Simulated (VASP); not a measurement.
# Bi2S3 (Pnma) in VASP: a series of runs, part 2 of 2

VASP 6.6.1. The steps go on from the part before.

### Step 3. Electric field gradients, PBE

The input, INCAR:

```
SYSTEM = Bi2S3
PREC     = Accurate       ! precision mode
ENCUT    = 520            ! plane-wave cutoff, eV
EDIFF    = 1E-8           ! SCF threshold, eV
ISMEAR   = -1             ! smearing method
SIGMA    = 0.02           ! smearing width, eV
LREAL    = Auto         
LASPH    = .TRUE.         ! aspherical terms in the spheres
NELM     = 60             ! most SCF steps
ALGO     = Normal         ! electronic algorithm
ISIF     = 2              ! what is computed and relaxed
LWAVE    = .FALSE.        ! write WAVECAR
LCHARG   = .FALSE.        ! write CHGCAR
GGA      = PE             ! functional
LEFG     = .TRUE.       
NBANDS   = 112            ! bands
KPAR     = 4
```

The input, KPOINTS:

```
Automatic mesh
0
G
  3 7 3
  0 0 0
```

The input, POSCAR:

```
Bi2S3
1.0
   11.3540000000      0.0000000000      0.0000000000
    0.0000000000      3.9911000000      0.0000000000
    0.0000000000      0.0000000000     11.1880000000
Bi S
8 12
Direct
    0.4833000000      0.2500000000      0.3256000000
    0.0167000000      0.7500000000      0.8256000000
    0.9833000000      0.2500000000      0.1744000000
    0.5167000000      0.7500000000      0.6744000000
    0.3408000000      0.7500000000      0.0341000000
    0.1592000000      0.2500000000      0.5341000000
    0.8408000000      0.7500000000      0.4659000000
    0.6592000000      0.2500000000      0.9659000000
    0.2829000000      0.2500000000      0.1920000000
    0.2171000000      0.7500000000      0.6920000000
    0.7829000000      0.2500000000      0.3080000000
    0.7171000000      0.7500000000      0.8080000000
    0.5492000000      0.7500000000      0.1287000000
    0.9508000000      0.2500000000      0.6287000000
    0.0492000000      0.7500000000      0.3713000000
    0.4508000000      0.2500000000      0.8713000000
    0.3752000000      0.7500000000      0.4425000000
    0.1248000000      0.2500000000      0.9425000000
    0.8752000000      0.7500000000      0.0575000000
    0.6248000000      0.2500000000      0.5575000000
```

Potentials or basis: VASP PAW PBE potentials, release 64 (Bi_d, S).

Launch:

```bash
$ cat potpaw_PBE.64/Bi_d/POTCAR potpaw_PBE.64/S/POTCAR > POTCAR
$ mpirun -np 4 vasp_std > vasp.out
```

OUTCAR:

```text
SYSTEM = Bi2S3
   PREC = Accurate
   ENCUT = 520
   EDIFF = 1E-8
   ISMEAR = -1
   LREAL = Auto
   LASPH = .TRUE.
   NELM = 60
   ISIF = 2
   GGA = PE

 ion  position               nearest neighbor table
   1  0.483  0.250  0.326-  17 2.68  17 2.68   9 2.72  20 3.05  13 3.07  13 3.07
   2  0.017  0.750  0.826-  18 2.68  18 2.68  10 2.72  19 3.05  14 3.07  14 3.07
   3  0.983  0.250  0.174-  19 2.68  19 2.68  11 2.72  18 3.05  15 3.07  15 3.07
   4  0.517  0.750  0.674-  20 2.68  20 2.68  12 2.72  17 3.05  16 3.07  16 3.07
   5  0.341  0.750  0.034-  13 2.59   9 2.75   9 2.75  16 2.98  16 2.98  18 3.32  18 3.32
   6  0.159  0.250  0.534-  14 2.59  10 2.75  10 2.75  15 2.98  15 2.98  17 3.32  17 3.32
   7  0.841  0.750  0.466-  15 2.59  11 2.75  11 2.75  14 2.98  14 2.98  20 3.32  20 3.32
   8  0.659  0.250  0.966-  16 2.59  12 2.75  12 2.75  13 2.98  13 2.98  19 3.32  19 3.32
   9  0.283  0.250  0.192-   1 2.72   5 2.75   5 2.75
  10  0.217  0.750  0.692-   2 2.72   6 2.75   6 2.75
  11  0.783  0.250  0.308-   3 2.72   7 2.75   7 2.75
  12  0.717  0.750  0.808-   4 2.72   8 2.75   8 2.75
  13  0.549  0.750  0.129-   5 2.59   8 2.98   8 2.98   1 3.07   1 3.07
  14  0.951  0.250  0.629-   6 2.59   7 2.98   7 2.98   2 3.07   2 3.07
  15  0.049  0.750  0.371-   7 2.59   6 2.98   6 2.98   3 3.07   3 3.07
  16  0.451  0.250  0.871-   8 2.59   5 2.98   5 2.98   4 3.07   4 3.07
  17  0.375  0.750  0.443-   1 2.68   1 2.68   4 3.05   6 3.32   6 3.32
  18  0.125  0.250  0.943-   2 2.68   2 2.68   3 3.05   5 3.32   5 3.32
  19  0.875  0.750  0.057-   3 2.68   3 2.68   2 3.05   8 3.32   8 3.32
  20  0.625  0.250  0.557-   4 2.68   4 2.68   1 3.05   7 3.32   7 3.32

  LATTYP: Found a simple orthorhombic cell.
 ALAT       =     3.9911000000
 B/A-ratio  =     2.8032372028
 C/A-ratio  =     2.8448297462

  Lattice vectors:

 A1 = (   0.0000000000,   3.9911000000,   0.0000000000)
 A2 = (   0.0000000000,   0.0000000000,  11.1880000000)
 A3 = (  11.3540000000,   0.0000000000,   0.0000000000)

Analysis of symmetry for initial positions (statically):
=====================================================================
 Subroutine PRICEL returns:
 Original cell was already a primitive cell.

 Routine SETGRP: Setting up the symmetry group for a
 simple orthorhombic supercell.

 Subroutine GETGRP returns: Found  8 space group operations
 (whereof  2 operations were pure point group operations)
 out of a pool of  8 trial point group operations.

The static configuration has the point symmetry S_2 .
 The point group associated with its full space group is D_2h.

Analysis of symmetry for dynamics (positions and initial velocities):
=====================================================================
 Subroutine PRICEL returns:
 Original cell was already a primitive cell.

 Routine SETGRP: Setting up the symmetry group for a
 simple orthorhombic supercell.

 Subroutine GETGRP returns: Found  8 space group operations
 (whereof  2 operations were pure point group operations)
 out of a pool of  8 trial point group operations.

The dynamic configuration has the point symmetry S_2 .
 The point group associated with its full space group is D_2h.

 Subroutine INISYM returns: Found  8 space group operations
 (whereof  2 operations are pure point group operations),
 and found     1 'primitive' translations

[... 160 lines left out ...]
 Free energy of the ion-electron system (eV)
  ---------------------------------------------------
  ext. energy  EPLUGINS =         0.00000000
  ---------------------------------------------------
  free energy    TOTEN  =       -87.52118021 eV

  energy without entropy =      -87.52118021  energy(sigma->0) =      -87.52118021

 E-fermi :   5.5760     XC(G=0):  -9.6562

 val. band max:        5.1297896525   @ k =   0.3333   0.0000   0.0000
 cond. band min:       6.5156907012   @ k =   0.0000   0.0000   0.0000
 fundamental gap:      1.3859010488
 Fermi energy:         5.5759864022

 k-point     1 :       0.0000    0.0000    0.0000
  band No.  band energies     occupation
      1     -17.4273      2.00000
      2     -17.4266      2.00000
      3     -17.4233      2.00000
      4     -17.4233      2.00000
      5     -17.4078      2.00000
      6     -17.4076      2.00000
[... 1765 lines left out ...]
    107       8.7440      0.00000
    108       8.8915      0.00000
 [bands above 108 left out]

------------------------ aborting loop because EDIFF is reached ----------------------------------------

  FORCE on cell =-STRESS in cart. coord.  units (eV):
  Direction    XX          YY          ZZ          XY          YZ          ZX
  --------------------------------------------------------------------------------------
  -------------------------------------------------------------------------------------
  Total        5.5657762      4.5071520      3.8156777      0.0000000     -0.0000000      0.0000000
  in kB       17.5890492     14.2435693     12.0583619      0.0000000     -0.0000000      0.0000000
  external PRESSURE =      14.6303268 kB  Pullay stress =       0.0000000 kB

 VOLUME and BASIS-vectors are now :
 -----------------------------------------------------------------------------
  energy-cutoff  :      520.00
  volume of cell :      506.98
      direct lattice vectors                 reciprocal lattice vectors
    11.354000000  0.000000000  0.000000000     0.088074687  0.000000000  0.000000000
     0.000000000  3.991100000  0.000000000     0.000000000  0.250557490  0.000000000
     0.000000000  0.000000000 11.188000000     0.000000000  0.000000000  0.089381480

 POSITION                                       TOTAL-FORCE (eV/Angst)
 -----------------------------------------------------------------------------------
      5.48739      0.99777      3.64281         0.065137      0.000000     -0.027247
      0.18961      2.99333      9.23681        -0.065137     -0.000000     -0.027247
     11.16439      0.99777      1.95119         0.065137      0.000000      0.027247
      5.86661      2.99333      7.54519        -0.065137      0.000000      0.027247
      3.86944      2.99333      0.38151        -0.159859     -0.000000     -0.141665
      1.80756      0.99777      5.97551         0.159859      0.000000     -0.141665
[... 12 lines left out ...]
      9.93702      2.99333      0.64331         0.064554      0.000000     -0.090566
      7.09398      0.99777      6.23731        -0.064554      0.000000     -0.090566
 -----------------------------------------------------------------------------------
    total drift:                               -0.000000     -0.000000      0.000000

  FREE ENERGIE OF THE ION-ELECTRON SYSTEM (eV)
  ---------------------------------------------------
  free  energy   TOTEN  =       -87.5211802140 eV

  energy  without entropy=      -87.5211802140  energy(sigma->0) =      -87.52118021

 Electric field gradients (V/A^2)
---------------------------------------------------------------------
 ion       V_xx      V_yy      V_zz      V_xy      V_xz      V_yz
---------------------------------------------------------------------
   1     -83.787   -11.727    95.514    -0.000    15.937     0.000
   2     -83.787   -11.727    95.514    -0.000   -15.937    -0.000
   3     -83.787   -11.727    95.514    -0.000   -15.937    -0.000
   4     -83.787   -11.727    95.514    -0.000    15.937     0.000
   5     -84.661   115.689   -31.028     0.000  -177.102     0.000
   6     -84.661   115.689   -31.028     0.000   177.102    -0.000
[... 12 lines left out ...]
  19     -38.019    54.877   -16.858    -0.000    61.110    -0.000
  20     -38.019    54.877   -16.858    -0.000   -61.110     0.000
---------------------------------------------------------------------

 Electric field gradients after diagonalization (V/A^2)
 (convention: |V_zz| > |V_xx| > |V_yy|)
----------------------------------------------------------------------
 ion       V_xx      V_yy      V_zz     asymmetry (V_yy - V_xx)/ V_zz
----------------------------------------------------------------------
   1     -85.192   -11.727    96.919       0.758
   2     -85.192   -11.727    96.919       0.758
   3     -85.192   -11.727    96.919       0.758
   4     -85.192   -11.727    96.919       0.758
   5     121.276   115.689  -236.965       0.024
   6     121.276   115.689  -236.965       0.024
[... 12 lines left out ...]
  19      54.877    34.581   -89.458       0.227
  20      54.877    34.581   -89.458       0.227
----------------------------------------------------------------------

           NMR quadrupolar parameters

 Cq : quadrupolar parameter    Cq=e*Q*V_zz/h
 eta: asymmetry parameters     (V_yy - V_xx)/ V_zz
 Q  : nuclear electric quadrupole moment in mb (millibarn)
----------------------------------------------------------------------
 ion       Cq(MHz)       eta       Q (mb)
----------------------------------------------------------------------
   1       0.234       0.758       1.000
   2       0.234       0.758       1.000
   3       0.234       0.758       1.000
   4       0.234       0.758       1.000
   5      -0.573       0.024       1.000
   6      -0.573       0.024       1.000
[... 12 lines left out ...]
  19      -0.216       0.227       1.000
  20      -0.216       0.227       1.000
----------------------------------------------------------------------
```

Run time: 4.4 min. Hardware: 4 MPI ranks of AMD EPYC 9R45 (Zen 5), shared host; peak memory 0.81 GiB.

Results:

```
Free energy                             : -87.5212 eV
Pressure                                : 1.5 GPa
Largest force                           : 0.214 eV/Å
Band gap on the k mesh                  : 1.39 eV (least direct gap 1.50 eV)
Largest electric field gradient by atom : Bi +96.9, -237.0 (each value once); S -24.6, +45.7, -89.5 (each value once) V/Å²
```

Forces in eV/Å, atoms in the order of the input:
```
Bi   0.065  0.000 -0.027
Bi  -0.065  0.000 -0.027
Bi   0.065  0.000  0.027
Bi  -0.065  0.000  0.027
Bi  -0.160  0.000 -0.142
Bi   0.160  0.000 -0.142
Bi  -0.160  0.000  0.142
Bi   0.160  0.000  0.142
S    0.045  0.000  0.063
S   -0.045  0.000  0.063
S    0.045  0.000 -0.063
S   -0.045  0.000 -0.063
S    0.137  0.000  0.129
S   -0.137  0.000  0.129
S    0.137  0.000 -0.129
S   -0.137  0.000 -0.129
S    0.065  0.000  0.091
S   -0.065  0.000  0.091
S    0.065  0.000 -0.091
S   -0.065  0.000 -0.091
```

Levels at points of the mesh, in eV from the valence-band top:
| k point | band 92 | band 93 | band 94 | band 95 | band 96 | band 97 | band 98 | band 99 | band 100 | band 101 |
| --- | --- | --- | --- | --- | --- | --- | --- | --- | --- | --- |
| (0.00, 0.00, 0.00) | -0.46 | -0.24 | -0.21 | -0.18 | -0.13 | 1.39 | 1.73 | 1.86 | 2.14 | 2.46 |

Electric field gradients, principal values (V/Å²):
```
atom    least   middle  greatest (by size)
1 Bi  -11.727  -85.192              96.919
2 Bi  -11.727  -85.192              96.919
3 Bi  -11.727  -85.192              96.919
4 Bi  -11.727  -85.192              96.919
5 Bi  115.689  121.276            -236.965
6 Bi  115.689  121.276            -236.965
7 Bi  115.689  121.276            -236.965
8 Bi  115.689  121.276            -236.965
 9 S    8.692   15.939             -24.631
10 S    8.692   15.939             -24.631
11 S    8.692   15.939             -24.631
12 S    8.692   15.939             -24.631
13 S   -2.778  -42.878              45.656
14 S   -2.778  -42.878              45.656
15 S   -2.778  -42.878              45.656
16 S   -2.778  -42.878              45.656
17 S   34.581   54.877             -89.458
18 S   34.581   54.877             -89.458
19 S   34.581   54.877             -89.458
20 S   34.581   54.877             -89.458
```

Caveat: without QUAD_EFG the Cq values of the log hold for a quadrupole moment of 1 mb, not for the nuclei; spin-orbit coupling is left out, which moves the levels of the heavy elements.
